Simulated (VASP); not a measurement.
Input of a VASP 6.6.1 run:

The input INCAR:

```
ALGO = Normal
EDIFF = 1E-6
EDIFFG = -0.08
ENCUT = 600
GGA = PE
IBRION = 2
ISIF = 3
ISMEAR = 0
LASPH = True
LCHARG = False
LREAL = False
LWAVE = False
NELM = 60
NSW = 36
PREC = Accurate
SIGMA = 0.15
```

Contents of KPOINTS:

```
k-points
0
Gamma
  4 4 4
```

POSCAR

```
Al3Si2F
1.0
    1.8792812400      1.0850035300      7.0023196200
   -1.8792812400      1.0850035300      7.0023196200
    0.0000000000     -2.1700070600      7.0023196200
Al Si F
3 2 1
Direct
    0.0000000000      0.0000000000      0.0000000000
    0.3664707200      0.3664707200      0.3664707200
    0.6335292800      0.6335292800      0.6335292800
    0.7459748400      0.7459748400      0.7459748400
    0.2540251600      0.2540251600      0.2540251600
    0.5000000000      0.5000000000      0.5000000000
```

Potentials or basis: VASP PAW PBE potentials, release 64 (Al, Si, F).

The run is started by

```sh
$ cat potpaw_PBE.64/Al/POTCAR potpaw_PBE.64/Si/POTCAR potpaw_PBE.64/F/POTCAR > POTCAR
$ mpirun -np 1 vasp_std > vasp.out
```

Q: Estimate the band gap on the k mesh.

A: Zero (band 12 reaches 5.53 eV, above the bottom of band 13 at 4.76 eV).

Q: Predict the space group after relaxing (to 0.05 Å).

A: R-3m (No. 166).

Q: Predict the relaxed cell.

A: a = 7.944 Å, b = 7.944 Å, c = 7.944 Å, α = 30.33°, β = 30.33°, γ = 30.33°.

Q: Estimate the relaxed volume.

A: 18.88 Å³/atom.

Final structure:
```xyz
6
Lattice="2.0779 1.1997 7.5731 -2.0779 1.1997 7.5731 0.0000 -2.3994 7.5731" Properties=species:S:1:pos:R:3 pbc="T T T"
Al    0.0000    0.0000    0.0000
Al    0.0000    0.0000    9.5023
Al    0.0000    0.0000   13.2169
Si    0.0000    0.0000   16.3121
Si    0.0000    0.0000    6.4071
F     0.0000    0.0000   11.3596
```

Caveat: the k points lie up to 0.44 Å⁻¹ apart in the final cell; the volume moved by over 15 % at a fixed basis, so the end points are rough.
